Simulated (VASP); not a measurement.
# BO (rock salt type) (Fm-3m) in VASP: further runs, part 2 of 2

VASP 6.6.1. Earlier steps stand in the parts before.

## 5. Single point, r2SCAN

This run uses another cell than the first one, of 7.43 Å³/atom, 1.063 times its volume.

POSCAR

```
BO
1.0
    0.0000000000      1.9512302917      1.9512302917
    1.9512302917      0.0000000000      1.9512302917
    1.9512302917      1.9512302917      0.0000000000
B O
1 1
Direct
    0.0000000000      0.0000000000      0.0000000000
    0.5000000000      0.5000000000      0.5000000000
```

INCAR.step1

```
SYSTEM = BO
PREC = Accurate ; ENCUT = 520
ISMEAR = -1 ; SIGMA = 0.1
LREAL = .False. ; LASPH = .True.
NELM = 60 ; NBANDS = 12
GGA = PE ; ALGO = Normal
EDIFF = 1E-4 ; LWAVE = .True.
LCHARG = .False.
```

INCAR.step2

```
SYSTEM = BO
PREC = Accurate ; ENCUT = 520
EDIFF = 1E-6 ; ISMEAR = -1
SIGMA = 0.1 ; LREAL = .False.
LASPH = .True. ; NELM = 60
ALGO = Normal ; ISIF = 2
LWAVE = .False. ; LCHARG = .False.
METAGGA = R2SCAN ; LMIXTAU = .True.
NBANDS = 12 ; ISTART = 1
```

KPOINTS

```
regular mesh
0
Gamma
  15 15 15
  0 0 0
```

Potentials or basis: VASP PAW PBE potentials, release 64 (B, O).

On the command line:

```bash
cat potpaw_PBE.64/B/POTCAR potpaw_PBE.64/O/POTCAR > POTCAR
cp INCAR.step1 INCAR
mpirun -np 1 vasp_std > vasp.out
cp INCAR.step2 INCAR
mpirun -np 1 vasp_std > vasp.out
```

OUTCAR:

```text
SYSTEM = BO
   PREC = Accurate
   ENCUT = 520
   EDIFF = 1E-6
   ISMEAR = -1
   LREAL = .False.
   LASPH = .True.
   NELM = 60
   ISIF = 2
   METAGGA = R2SCAN
   ISTART = 1

 ion  position               nearest neighbor table
   1  0.000  0.000  0.000-   2 1.95   2 1.95   2 1.95   2 1.95   2 1.95   2 1.95
   2  0.500  0.500  0.500-   1 1.95   1 1.95   1 1.95   1 1.95   1 1.95   1 1.95

  LATTYP: Found a face centered cubic cell.
 ALAT       =     3.9024605834

  Lattice vectors:

 A1 = (   0.0000000000,   1.9512302917,   1.9512302917)
 A2 = (   1.9512302917,   0.0000000000,   1.9512302917)
 A3 = (   1.9512302917,   1.9512302917,   0.0000000000)

Analysis of symmetry for initial positions (statically):
=====================================================================
 Subroutine PRICEL returns:
 Original cell was already a primitive cell.

 Routine SETGRP: Setting up the symmetry group for a
 face centered cubic supercell.

 Subroutine GETGRP returns: Found 48 space group operations
 (whereof 48 operations were pure point group operations)
 out of a pool of 48 trial point group operations.

The static configuration has the point symmetry O_h .

Analysis of symmetry for dynamics (positions and initial velocities):
=====================================================================
 Subroutine PRICEL returns:
 Original cell was already a primitive cell.

 Routine SETGRP: Setting up the symmetry group for a
 face centered cubic supercell.

 Subroutine GETGRP returns: Found 48 space group operations
 (whereof 48 operations were pure point group operations)
 out of a pool of 48 trial point group operations.

The dynamic configuration has the point symmetry O_h .

 Subroutine INISYM returns: Found 48 space group operations
 (whereof 48 operations are pure point group operations),
 and found     1 'primitive' translations

[... 122 lines left out ...]
   IVDW    =     0    specifies the selected vdW correction
   LEPSILON=     F    determine dielectric tensor
   LRPA    =     F    only Hartree local field effects (RPA)
 non-spin polarized calculation
  energy-cutoff  :      520.00
  volume of cell :       14.86
 maximum number of plane-waves:       415
 NGX is ok and might be reduce to    24
   NGX = 11   NGY = 11   NGZ = 11

 number of electron       9.0000001 magnetization

 Free energy of the ion-electron system (eV)
  ---------------------------------------------------
  ext. energy  EPLUGINS =         0.00000000
  ---------------------------------------------------
  free energy    TOTEN  =       -11.66950024 eV

  energy without entropy =      -11.64925883  energy(sigma->0) =      -11.65937954

 E-fermi :   8.2127     XC(G=0): -12.8177

 val. band max:        8.1791060457   @ k =   0.2667   0.2000   0.0667
 cond. band min:       8.2212339554   @ k =  -0.4000   0.2667   0.0667
 fundamental gap:      0.0421279097
 Fermi energy:         8.2126747979

 k-point     1 :       0.0000    0.0000    0.0000
  band No.  band energies     occupation
      1     -17.2534      2.00000
      2       2.3642      2.00000
      3       2.3642      2.00000
      4       2.3642      2.00000
      5       4.7177      2.00000
      6      15.0974      0.00000
      7      15.0974      0.00000
      8      15.0974      0.00000
      9      24.0944      0.00000
     10      24.0944      0.00000
     11      24.0944      0.00000
     12      28.9976      0.00000
[... 331 lines left out ...]
 k-point    24 :       0.2000    0.1333    0.0000
  band No.  band energies     occupation
      1     -16.6203      2.00000
      2      -0.3160      2.00000
      3       1.7307      2.00000
      4       1.8471      2.00000
      5       7.6349      1.99383
      6      11.8587      0.00000
      7      14.6532      0.00000
      8      14.6545      0.00000
      9      20.7646      0.00000
     10      27.3283      0.00000
     11      27.5492      0.00000
     12      32.2935      0.00000

 [... further k-points ...]

------------------------ aborting loop because EDIFF is reached ----------------------------------------

  FORCE on cell =-STRESS in cart. coord.  units (eV):
  Direction    XX          YY          ZZ          XY          YZ          ZX
  --------------------------------------------------------------------------------------
  -------------------------------------------------------------------------------------
  Total       -0.3504440     -0.3504440     -0.3504440     -0.0000000      0.0000000      0.0000000
  in kB      -37.7897194    -37.7897194    -37.7897194     -0.0000000      0.0000000      0.0000000
  external PRESSURE =     -37.7897194 kB  Pullay stress =       0.0000000 kB

 VOLUME and BASIS-vectors are now :
 -----------------------------------------------------------------------------
  energy-cutoff  :      520.00
  volume of cell :       14.86
      direct lattice vectors                 reciprocal lattice vectors
     0.000000000  1.951230292  1.951230292    -0.256248584  0.256248584  0.256248584
     1.951230292  0.000000000  1.951230292     0.256248584 -0.256248584  0.256248584
     1.951230292  1.951230292  0.000000000     0.256248584  0.256248584 -0.256248584

 POSITION                                       TOTAL-FORCE (eV/Angst)
 -----------------------------------------------------------------------------------
      0.00000      0.00000      0.00000         0.000000     -0.000000      0.000000
      1.95123      1.95123      1.95123        -0.000000      0.000000     -0.000000
 -----------------------------------------------------------------------------------
    total drift:                               -0.000000     -0.000000      0.000000

  FREE ENERGIE OF THE ION-ELECTRON SYSTEM (eV)
  ---------------------------------------------------
  free  energy   TOTEN  =       -11.6695002404 eV

  energy  without entropy=      -11.6492588318  energy(sigma->0) =      -11.65937954
```

OSZICAR.step1:

```text
N       E                     dE             d eps       ncg     rms          rms(c)
DAV:   1     0.193259033675E+02    0.19326E+02   -0.49715E+03  2948   0.684E+02
DAV:   2    -0.997729167196E+01   -0.29303E+02   -0.28321E+02  3452   0.152E+02
DAV:   3    -0.105816517422E+02   -0.60436E+00   -0.60223E+00  3624   0.185E+01
DAV:   4    -0.105825526649E+02   -0.90092E-03   -0.90090E-03  3144   0.817E-01
DAV:   5    -0.105825540260E+02   -0.13611E-05   -0.13597E-05  2840   0.290E-02    0.448E+00
DAV:   6    -0.101702170067E+02    0.41234E+00   -0.44886E+00  3076   0.102E+01    0.192E+00
DAV:   7    -0.101445610734E+02    0.25656E-01   -0.24237E-01  3136   0.271E+00    0.805E-01
DAV:   8    -0.101493453935E+02   -0.47843E-02   -0.10226E-02  3012   0.101E+00    0.203E-01
DAV:   9    -0.101490374367E+02    0.30796E-03   -0.46292E-04  3480   0.172E-01    0.657E-02
DAV:  10    -0.101490242755E+02    0.13161E-04   -0.14550E-04  2920   0.953E-02
   1 F= -.10149024E+02 E0= -.10137211E+02  d E =-.236260E-01
```

Wall time 56 s (1 thread of Intel Xeon Platinum 8259CL at 2.50GHz (Skylake/Cascade Lake), shared host); peak memory 0.15 GiB.

Results:

```yaml
Free_energy: -11.6695 eV
Pressure: -3.8 GPa
```

Caveat: the PAW data sets were made with another functional, which shifts forces and pressure a little; an odd number of electrons without spin polarisation forces a metal; a magnetic or distorted state may lie lower.

## 6. Overview

```csv
cell,gap on the mesh (eV),pressure (GPa)
"a = 2.704 Å, angles 60.0°, 2 atoms",none,8.6
"a = 2.732 Å, angles 60.0°, 2 atoms",none,2.0
"a = 2.759 Å, angles 60.0°, 2 atoms",none,-3.8
```

Alike in all rows: task single point; level r2SCAN; potentials or basis VASP PAW PBE potentials, release 64 (B, O); no spin polarisation; k mesh 15 × 15 × 15; cutoff (eV) 520; smearing fermi-dirac 0.1 eV.

Caveats: the PAW data sets were made with another functional, which shifts forces and pressure a little; an odd number of electrons without spin polarisation forces a metal; a magnetic or distorted state may lie lower.

Total energies depend on the potentials used, so only differences within one code and one set of settings carry meaning.
